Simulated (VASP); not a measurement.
# GeCl2 (Fm-3m) in VASP: notebook

GeCl2 is run at these levels: PBE; tasks: single point.

All numbers are computed with VASP 6.6.1; they aren't measurements. Logs are shortened: lines on timing, memory, paths and dates and some standing lists are left out, and cuts for length are marked.

## Step 1: The cell of the first run

It takes space group Fm-3m (No. 225, cubic). Conventional cell: a = 6.321 Å, b = 6.321 Å, c = 6.321 Å, α = 90.00°, β = 90.00°, γ = 90.00°. Within 3.6 Å of Ge (site symmetry m-3m) lie 8 Cl at 2.74 Å. Cl (site symmetry -43m) has 4 Ge at 2.74 Å and 6 Cl at 3.16 Å within 3.6 Å.

The cell was generated, and may not be a known phase.

## Step 2: Single point, PBE

INCAR reads:

```
SYSTEM = GeCl2
  PREC = Accurate
  ENCUT = 520
  EDIFF = 1E-7
  ISMEAR = 0
  SIGMA = 0.1
  LREAL = .FALSE.
  LASPH = .TRUE.
  NELM = 60
  ALGO = Normal
  ISIF = 2
  LWAVE = .FALSE.
  LCHARG = .TRUE.
  GGA = PE
  LELF = .TRUE.
  LVHAR = .TRUE.
  NBANDS = 21
```

KPOINTS reads:

```
regular mesh
0
G
  6 6 6
  0 0 0
```

POSCAR reads:

```
GeCl2
1.0
    0.0000000000      3.1603200200      3.1603200200
    3.1603200200      0.0000000000      3.1603200200
    3.1603200200      3.1603200200      0.0000000000
Ge Cl
1 2
Direct
    0.0000000000      0.0000000000      0.0000000000
    0.2500000000      0.2500000000      0.2500000000
    0.7500000000      0.7500000000      0.7500000000
```

Potentials or basis: VASP PAW PBE potentials, release 64 (Ge_d, Cl).

On the command line:

```
> cat potpaw_PBE.64/Ge_d/POTCAR potpaw_PBE.64/Cl/POTCAR > POTCAR
> mpirun -np 1 vasp_std > vasp.out
```

OUTCAR:

```text
SYSTEM = GeCl2
   PREC = Accurate
   ENCUT = 520
   EDIFF = 1E-7
   ISMEAR = 0
   LREAL = .FALSE.
   LASPH = .TRUE.
   NELM = 60
   ISIF = 2
   GGA = PE

 ion  position               nearest neighbor table
   1  0.000  0.000  0.000-   3 2.74   3 2.74   3 2.74   2 2.74   3 2.74   2 2.74   2 2.74   2 2.74

   2  0.250  0.250  0.250-   1 2.74   1 2.74   1 2.74   1 2.74
   3  0.750  0.750  0.750-   1 2.74   1 2.74   1 2.74   1 2.74

  LATTYP: Found a face centered cubic cell.
 ALAT       =     6.3206400400

  Lattice vectors:

 A1 = (   0.0000000000,   3.1603200200,   3.1603200200)
 A2 = (   3.1603200200,   0.0000000000,   3.1603200200)
 A3 = (   3.1603200200,   3.1603200200,   0.0000000000)

Analysis of symmetry for initial positions (statically):
=====================================================================
 Subroutine PRICEL returns:
 Original cell was already a primitive cell.

 Routine SETGRP: Setting up the symmetry group for a
 face centered cubic supercell.

 Subroutine GETGRP returns: Found 48 space group operations
 (whereof 48 operations were pure point group operations)
 out of a pool of 48 trial point group operations.

The static configuration has the point symmetry O_h .

Analysis of symmetry for dynamics (positions and initial velocities):
=====================================================================
 Subroutine PRICEL returns:
 Original cell was already a primitive cell.

 Routine SETGRP: Setting up the symmetry group for a
 face centered cubic supercell.

 Subroutine GETGRP returns: Found 48 space group operations
 (whereof 48 operations were pure point group operations)
 out of a pool of 48 trial point group operations.

The dynamic configuration has the point symmetry O_h .

 Subroutine INISYM returns: Found 48 space group operations
 (whereof 48 operations are pure point group operations),
 and found     1 'primitive' translations

----------------------------------------------------------------------------------------

                                     Primitive cell

  volume of cell :      63.1282

  direct lattice vectors                    reciprocal lattice vectors
     0.000000000  3.160320020  3.160320020    -0.158211826  0.158211826  0.158211826
     3.160320020  0.000000000  3.160320020     0.158211826 -0.158211826  0.158211826
     3.160320020  3.160320020  0.000000000     0.158211826  0.158211826 -0.158211826

  length of vectors
     4.469367434  4.469367434  4.469367434     0.274030920  0.274030920  0.274030920

  position of ions in fractional coordinates (direct lattice)
     0.000000000  0.000000000  0.000000000
     0.250000000  0.250000000  0.250000000
     0.750000000  0.750000000  0.750000000

  ion indices of the primitive-cell ions
   primitive index   ion index
                 1           1
                 2           2
                 3           3

----------------------------------------------------------------------------------------

 KPOINTS: regular mesh

Automatic generation of k-mesh.
 Grid dimensions read from file:
 generate k-points for:    6    6    6

 Generating k-lattice:

  Cartesian coordinates                     Fractional coordinates (reciprocal lattice)
    -0.026368638  0.026368638  0.026368638     0.166666667  0.000000000  0.000000000
     0.026368638 -0.026368638  0.026368638     0.000000000  0.166666667  0.000000000
     0.026368638  0.026368638 -0.026368638     0.000000000  0.000000000  0.166666667

  Length of vectors
     0.045671820  0.045671820  0.045671820

  Shift w.r.t. Gamma in fractional coordinates (k-lattice)
     0.000000000  0.000000000  0.000000000

 Subroutine IBZKPT returns following result:
 ===========================================

 Found     16 irreducible k-points:

 Following reciprocal coordinates:
            Coordinates               Weight
  0.000000  0.000000  0.000000      1.000000
  0.166667  0.000000  0.000000      8.000000
  0.333333  0.000000  0.000000      8.000000
  0.500000  0.000000  0.000000      4.000000
  0.166667  0.166667  0.000000      6.000000
  0.333333  0.166667  0.000000     24.000000
[... 8 lines left out ...]
 -0.333333  0.333333  0.166667     24.000000
 -0.333333  0.500000  0.166667     12.000000
   k-points           NKPTS =     16   k-points in BZ     NKDIM =     16   number of bands    NBANDS=     21
   number of dos      NEDOS =    301   number of ions     NIONS =      3
   total plane-waves  NPLWV =  46656
   dimension x,y,z NGX =    36 NGY =   36 NGZ =   36
   dimension x,y,z NGXF=    72 NGYF=   72 NGZF=   72
   ions per type =               1   2
   NGX,Y,Z   is equivalent  to a cutoff of  13.39, 13.39, 13.39 a.u.
   NGXF,Y,Z  is equivalent  to a cutoff of  26.78, 26.78, 26.78 a.u.
 SYSTEM =  GeCl2
   PREC   = accura    normal or accurate (medium, high low for compatibility)
   ISTART =      0    job   : 0-new  1-cont  2-samecut
   ICHARG =      2    charge: 1-file 2-atom 10-const
   ISPIN  =      1    spin polarized calculation?
   LNONCOLLINEAR =      F non collinear calculations
   LSORBIT =      F    spin-orbit coupling
   LASPH  =      T    aspherical Exc in radial PAW
   ENCUT  =  520.0 eV  38.22 Ry    6.18 a.u.   8.31  8.31  8.31*2*pi/ulx,y,z
   NELM   =     60;   NELMIN=  2; NELMDL= -5     # of ELM steps
   EDIFF  = 0.1E-06   stopping-criterion for ELM
   LREAL  =      F    real-space projection
   EDIFFG = 0.1E-05   stopping-criterion for IOM
   NSW    =      0    number of steps for IOM
   IBRION =     -1    ionic relax: 0-MD 1-quasi-New 2-CG
   NFREE  =      0    steps in history (QN), initial steepest desc. (CG)
   ISIF   =      2    stress and relaxation
   ISYM   =      2    0-nonsym 1-usesym 2-fastsym
   POTIM  = 0.5000    time-step for ionic-motion
   TEBEG  =    0.0;   TEEND  =   0.0 temperature during run
   PSTRESS=    0.0 pullay stress
   NELECT =      28.0000    total number of electrons
   NUPDOWN=      -1.0000    fix difference up-down
   EMIN   =  10.00;   EMAX   =-10.00  energy-range for DOS
   EFERMI =   0.00;   METHOD = LEGACY
   ISMEAR =     0;   SIGMA  =   0.10  broadening in eV -4-tet -1-fermi 0-gaus
   EFERMI_NEDOS =   21; number of points for ismear=-14 and -15
   IALGO  =     38    algorithm
   IMIX   =      4    mixing-type and parameters
     AMIX     =   0.40;   BMIX     =  1.00
     AMIX_MAG =   1.60;   BMIX_MAG =  1.00
  volume/ion in A,a.u.               =      21.04       142.00
  Fermi-wavevector in a.u.,A,eV,Ry     =   1.248494  2.359311 21.207907  1.558737
  Thomas-Fermi vector in A             =   2.382578
   LORBIT       =      0    0 simple, 1 ext, 2 COOP (PROOUT), +10 PAW based schemes
   GGA     = PE    functional components
   LHFCALC =     F    Hartree Fock is set to
   AEXX    =    0.0000 exact exchange contribution
   IVDW    =     0    specifies the selected vdW correction
   LEPSILON=     F    determine dielectric tensor
   LRPA    =     F    only Hartree local field effects (RPA)
 non-spin polarized calculation
 Gauss-broadening in eV      SIGMA  =   0.10
  energy-cutoff  :      520.00
  volume of cell :       63.13
 maximum number of plane-waves:      1724
 NGX is ok and might be reduce to    36
   NGX = 17   NGY = 17   NGZ = 17

 number of electron      27.9999996 magnetization

 Free energy of the ion-electron system (eV)
  ---------------------------------------------------
  ext. energy  EPLUGINS =         0.00000000
  ---------------------------------------------------
  free energy    TOTEN  =        -9.85131924 eV

  energy without entropy =       -9.85131924  energy(sigma->0) =       -9.85131924

 E-fermi :   3.8337     XC(G=0):  -9.6107

 val. band max:        3.3580944590   @ k =   0.5000   0.0000   0.0000
 cond. band min:       5.6730712656   @ k =   0.1667   0.1667   0.0000
 fundamental gap:      2.3149768066
 Fermi energy:         3.8337245120

 k-point     1 :       0.0000    0.0000    0.0000
  band No.  band energies     occupation
      1     -20.7651      2.00000
      2     -20.7651      2.00000
      3     -20.7651      2.00000
      4     -20.7622      2.00000
      5     -20.7622      2.00000
      6     -12.2984      2.00000
[... 13 lines left out ...]
     20      11.8019      0.00000
     21      17.7063      0.00000

 k-point     2 :       0.1667    0.0000    0.0000
  band No.  band energies     occupation
      1     -20.7656      2.00000
      2     -20.7648      2.00000
      3     -20.7648      2.00000
      4     -20.7621      2.00000
      5     -20.7621      2.00000
      6     -12.1425      2.00000
[... 13 lines left out ...]
     20      12.5617      0.00000
     21      15.9743      0.00000

 k-point     3 :       0.3333    0.0000    0.0000
  band No.  band energies     occupation
      1     -20.7667      2.00000
      2     -20.7643      2.00000
      3     -20.7643      2.00000
      4     -20.7618      2.00000
      5     -20.7618      2.00000
      6     -11.7122      2.00000
[... 13 lines left out ...]
     20      12.6807      0.00000
     21      15.6733      0.00000

 k-point     4 :       0.5000    0.0000    0.0000
  band No.  band energies     occupation
      1     -20.7673      2.00000
      2     -20.7642      2.00000
      3     -20.7642      2.00000
      4     -20.7616      2.00000
      5     -20.7616      2.00000
      6     -11.1580      2.00000
[... 13 lines left out ...]
     20      12.8860      0.00000
     21      15.8442      0.00000

 k-point     5 :       0.1667    0.1667    0.0000
  band No.  band energies     occupation
      1     -20.7662      2.00000
      2     -20.7644      2.00000
      3     -20.7644      2.00000
      4     -20.7623      2.00000
      5     -20.7620      2.00000
      6     -12.0963      2.00000
[... 13 lines left out ...]
     20      12.8381      0.00000
     21      16.2002      0.00000

 k-point     6 :       0.3333    0.1667    0.0000
  band No.  band energies     occupation
      1     -20.7670      2.00000
      2     -20.7641      2.00000
      3     -20.7638      2.00000
      4     -20.7623      2.00000
      5     -20.7617      2.00000
      6     -11.7765      2.00000
[... 13 lines left out ...]
     20      13.6003      0.00000
     21      15.0626      0.00000

 k-point     7 :       0.5000    0.1667    0.0000
  band No.  band energies     occupation
      1     -20.7670      2.00000
      2     -20.7645      2.00000
      3     -20.7637      2.00000
      4     -20.7620      2.00000
      5     -20.7616      2.00000
      6     -11.2789      2.00000
[... 13 lines left out ...]
     20      14.3736      0.00000
     21      14.8699      0.00000

 k-point     8 :      -0.3333    0.1667    0.0000
  band No.  band energies     occupation
      1     -20.7665      2.00000
      2     -20.7647      2.00000
      3     -20.7638      2.00000
      4     -20.7619      2.00000
      5     -20.7618      2.00000
      6     -11.4372      2.00000
[... 13 lines left out ...]
     20      13.7846      0.00000
     21      15.4314      0.00000

 k-point     9 :      -0.1667    0.1667    0.0000
  band No.  band energies     occupation
      1     -20.7661      2.00000
      2     -20.7645      2.00000
      3     -20.7644      2.00000
      4     -20.7622      2.00000
      5     -20.7619      2.00000
      6     -11.9007      2.00000
[... 13 lines left out ...]
     20      12.9373      0.00000
     21      15.5901      0.00000

 k-point    10 :       0.3333    0.3333    0.0000
  band No.  band energies     occupation
      1     -20.7685      2.00000
      2     -20.7631      2.00000
      3     -20.7631      2.00000
      4     -20.7627      2.00000
      5     -20.7615      2.00000
      6     -11.6239      2.00000
[... 13 lines left out ...]
     20      15.0100      0.00000
     21      15.0128      0.00000

 k-point    11 :       0.5000    0.3333    0.0000
  band No.  band energies     occupation
      1     -20.7685      2.00000
      2     -20.7633      2.00000
      3     -20.7628      2.00000
      4     -20.7626      2.00000
      5     -20.7614      2.00000
      6     -11.3322      2.00000
[... 13 lines left out ...]
     20      14.0068      0.00000
     21      14.6971      0.00000

 k-point    12 :      -0.3333    0.3333    0.0000
  band No.  band energies     occupation
      1     -20.7667      2.00000
      2     -20.7648      2.00000
      3     -20.7630      2.00000
      4     -20.7623      2.00000
      5     -20.7618      2.00000
      6     -11.0469      2.00000
[... 13 lines left out ...]
     20      14.2811      0.00000
     21      14.9305      0.00000

 k-point    13 :       0.5000    0.5000    0.0000
  band No.  band energies     occupation
      1     -20.7696      2.00000
      2     -20.7629      2.00000
      3     -20.7624      2.00000
      4     -20.7624      2.00000
      5     -20.7613      2.00000
      6     -11.3378      2.00000
[... 13 lines left out ...]
     20      13.4896      0.00000
     21      15.8678      0.00000

 k-point    14 :       0.5000    0.3333    0.1667
  band No.  band energies     occupation
      1     -20.7672      2.00000
      2     -20.7644      2.00000
      3     -20.7631      2.00000
      4     -20.7624      2.00000
      5     -20.7616      2.00000
      6     -11.4471      2.00000
[... 13 lines left out ...]
     20      13.9191      0.00000
     21      15.0566      0.00000

 k-point    15 :      -0.3333    0.3333    0.1667
  band No.  band energies     occupation
      1     -20.7663      2.00000
      2     -20.7655      2.00000
      3     -20.7628      2.00000
      4     -20.7623      2.00000
      5     -20.7617      2.00000
      6     -11.0430      2.00000
[... 13 lines left out ...]
     20      14.2290      0.00000
     21      14.4113      0.00000

 k-point    16 :      -0.3333    0.5000    0.1667
  band No.  band energies     occupation
      1     -20.7678      2.00000
      2     -20.7642      2.00000
      3     -20.7626      2.00000
      4     -20.7624      2.00000
      5     -20.7615      2.00000
      6     -11.1757      2.00000
[... 13 lines left out ...]
     20      13.8888      0.00000
     21      14.7311      0.00000

------------------------ aborting loop because EDIFF is reached ----------------------------------------

  FORCE on cell =-STRESS in cart. coord.  units (eV):
  Direction    XX          YY          ZZ          XY          YZ          ZX
  --------------------------------------------------------------------------------------
  -------------------------------------------------------------------------------------
  Total        3.1964985      3.1964985      3.1964985      0.0000000      0.0000000      0.0000000
  in kB       81.1263435     81.1263435     81.1263435      0.0000000      0.0000000      0.0000000
  external PRESSURE =      81.1263435 kB  Pullay stress =       0.0000000 kB

 VOLUME and BASIS-vectors are now :
 -----------------------------------------------------------------------------
  energy-cutoff  :      520.00
  volume of cell :       63.13
      direct lattice vectors                 reciprocal lattice vectors
     0.000000000  3.160320020  3.160320020    -0.158211826  0.158211826  0.158211826
     3.160320020  0.000000000  3.160320020     0.158211826 -0.158211826  0.158211826
     3.160320020  3.160320020  0.000000000     0.158211826  0.158211826 -0.158211826

 POSITION                                       TOTAL-FORCE (eV/Angst)
 -----------------------------------------------------------------------------------
      0.00000      0.00000      0.00000         0.000000     -0.000000     -0.000000
      1.58016      1.58016      1.58016         0.000000      0.000000      0.000000
      4.74048      4.74048      4.74048        -0.000000     -0.000000     -0.000000
 -----------------------------------------------------------------------------------
    total drift:                               -0.000000      0.000000      0.000000

  FREE ENERGIE OF THE ION-ELECTRON SYSTEM (eV)
  ---------------------------------------------------
  free  energy   TOTEN  =        -9.8513192391 eV

  energy  without entropy=       -9.8513192391  energy(sigma->0) =       -9.85131924
```

It took 25 s on 1 thread of Intel Xeon Platinum 8488C (Sapphire Rapids), shared host; peak memory 0.2 GiB.

Results:

| Quantity | Value |
| --- | --- |
| Free energy | -9.8513 eV |
| Pressure | 8.1 GPa |
| Band gap on the k mesh | 2.31 eV (least direct gap 3.51 eV) |

Caveat: the cell stands under pressure.

## Step 3: Single point, PBE (21.27 Å³/atom)

This run uses another cell than the first one, of 21.27 Å³/atom.

INCAR reads:

```
SYSTEM = GeCl2
  PREC = Accurate
  ENCUT = 520
  EDIFF = 1E-6
  ISMEAR = 0
  SIGMA = 0.02
  LREAL = .FALSE.
  LASPH = .TRUE.
  NELM = 80
  ALGO = Normal
  ISIF = 2
  LWAVE = .FALSE.
  LCHARG = .FALSE.
  GGA = PE
  NBANDS = 21
```

KPOINTS reads:

```
Automatic mesh
0
G
  6 6 6
  0 0 0
```

POSCAR reads:

```
GeCl2
1.0
    0.0000000000      3.1715562829      3.1715562829
    3.1715562829      0.0000000000      3.1715562829
    3.1715562829      3.1715562829      0.0000000000
Ge Cl
1 2
Direct
    0.0000000000      0.0000000000      0.0000000000
    0.2500000000      0.2500000000      0.2500000000
    0.7500000000      0.7500000000      0.7500000000
```

Potentials or basis: VASP PAW PBE potentials, release 64 (Ge_d, Cl).

On the command line:

```
> cat potpaw_PBE.64/Ge_d/POTCAR potpaw_PBE.64/Cl/POTCAR > POTCAR
> mpirun -np 1 vasp_std > vasp.out
```

It took 25 s on 1 thread of Intel Xeon Platinum 8488C (Sapphire Rapids), shared host; peak memory 0.2 GiB.

The run converged. Its results:

| Item | Value |
| --- | --- |
| Free energy | -9.8841 eV |
| Pressure | 7.3 GPa |
| Band gap on the k mesh | 2.35 eV (least direct gap 3.48 eV) |

Levels at points of the mesh, in eV from the valence-band top:
| k point | band 10 | band 11 | band 12 | band 13 | band 14 | band 15 | band 16 | band 17 | band 18 | band 19 |
| --- | --- | --- | --- | --- | --- | --- | --- | --- | --- | --- |
| (0.00, 0.00, 0.00) | -3.32 | -3.32 | -1.87 | -1.87 | -1.87 | 2.58 | 2.58 | 2.58 | 7.83 | 7.83 |
| (0.50, 0.00, 0.00) | -3.35 | -3.30 | -2.58 | -2.58 | 0.00 | 4.32 | 4.32 | 5.20 | 8.67 | 9.56 |
| (0.50, 0.50, 0.00) | -4.72 | -1.52 | -0.88 | -0.88 | -0.47 | 3.00 | 5.51 | 5.51 | 7.49 | 9.90 |

Caveat: the cell stands under pressure. A k mesh can miss the band edges.
